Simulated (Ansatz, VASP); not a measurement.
## Two plane-wave programs on BAs

File POSCAR:

```
BAs
1.0
    2.9251576879      0.0000000000      0.0000000000
    0.0000000000      2.9251576879      0.0000000000
    0.0000000000      0.0000000000      2.9251576879
B As
1 1
Direct
    0.0000000000      0.0000000000      0.0000000000
    0.5000000000      0.5000000000      0.5000000000
```

The input INCAR.step1:

```
  ALGO = Normal
  EDIFF = 1E-4
  ENCUT = 520
  GGA = PE
  ISMEAR = 0
  LASPH = T
  LCHARG = F
  LREAL = F
  LWAVE = T
  NBANDS = 11
  NELM = 100
  PREC = Accurate
  SIGMA = 0.2
```

File INCAR.step2:

```
  ALGO = Normal
  EDIFF = 1E-6
  ENCUT = 520
  ISIF = 2
  ISMEAR = 0
  ISTART = 1
  LASPH = T
  LCHARG = F
  LMIXTAU = T
  LREAL = F
  LWAVE = F
  METAGGA = R2SCAN
  NBANDS = 11
  NELM = 100
  PREC = Accurate
  SIGMA = 0.2
```

Contents of KPOINTS:

```
k-points
0
Gamma
  6 6 6
```

Input for Ansatz:

```yaml
crystal:
  lattice:
    - [2.9251576879, 0.0, 0.0]
    - [0.0, 2.9251576879, 0.0]
    - [0.0, 0.0, 2.9251576879]
  atoms:
    - { symbol: B, position: [0.0, 0.0, 0.0] }
    - { symbol: As, position: [0.5, 0.5, 0.5] }
kpoints:
  mp_grid: { grid: [6, 6, 6] }
hamiltonian:
  xc: r2scan
scf:
  occupations: { method: gaussian, width: 0.2 }
  n_extra_bands: 4
output:
  forces: true
  stress: true
  eigenvalues: true
```

Alike in both runs: task single point; functional r2SCAN; k mesh 6 × 6 × 6; occupations gaussian, width 0.2 eV; no spin polarisation.

|  | VASP | Ansatz |
| --- | --- | --- |
| version | VASP 6.6.1 | Ansatz 0.2.0 |
| potentials or method | VASP PAW PBE potentials, release 64 (B, As) | plane waves |
| plane-wave cutoff (eV) | 520 | 500 |
| valence electrons in the cell | 8 | 18 |

|  | VASP | Ansatz | Ansatz less VASP |
| --- | --- | --- | --- |
| pressure (GPa) | 2.2 | 2.1 | -0.04 |

VASP's potentials were made for PBE, not for r2SCAN. VASP's potentials hold 8 valence electrons a cell and Ansatz's 18, so a difference there can come from the potentials and not from the codes.
